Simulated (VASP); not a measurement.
A run of VASP 6.6.1 is set up as follows.

Contents of INCAR:

```
SYSTEM = TiCd2P2
  PREC = Accurate
  ENCUT = 520
  EDIFF = 1E-7
  ISMEAR = 0
  SIGMA = 0.1
  LREAL = .FALSE.
  LASPH = .TRUE.
  NELM = 150
  ALGO = Normal
  ISIF = 2
  LWAVE = .FALSE.
  LCHARG = .FALSE.
  ISPIN = 2
  MAGMOM = 1 0 0 0 0
  LORBIT = 11
  LMAXMIX = 4
  GGA = PE
  NBANDS = 35
```

Contents of KPOINTS:

```
Automatic mesh
0
G
  4 4 4
  0 0 0
```

File POSCAR:

```
TiCd2P2
1.0
    3.8310394434      0.0000000000      0.0000000000
    0.0000000000      3.8310394434      0.0000000000
    0.0000000000      0.0000000000      6.8141291669
Ti Cd P
1 2 2
Direct
    0.5000000000      0.5000000000      0.5000000000
    0.0000000000      0.0000000000      0.7131488067
    0.0000000000      0.0000000000      0.2868511933
    0.5000000000      0.5000000000      0.1552552625
    0.5000000000      0.5000000000      0.8447447375
```

Potentials or basis: VASP PAW PBE potentials, release 64 (Ti_sv, Cd, P).

The run is started by

```bash
$ cat potpaw_PBE.64/Ti_sv/POTCAR potpaw_PBE.64/Cd/POTCAR potpaw_PBE.64/P/POTCAR > POTCAR
$ mpirun -np 1 vasp_std > vasp.out
```

(1) Predict the site moments.

(2) Estimate the net moment.

## Answers

(1) Ti +0.32; Cd +0.02; P -0.01 μB.

(2) 0.53 μB per cell.

Caveat: the k points lie up to 0.41 Å⁻¹ apart.
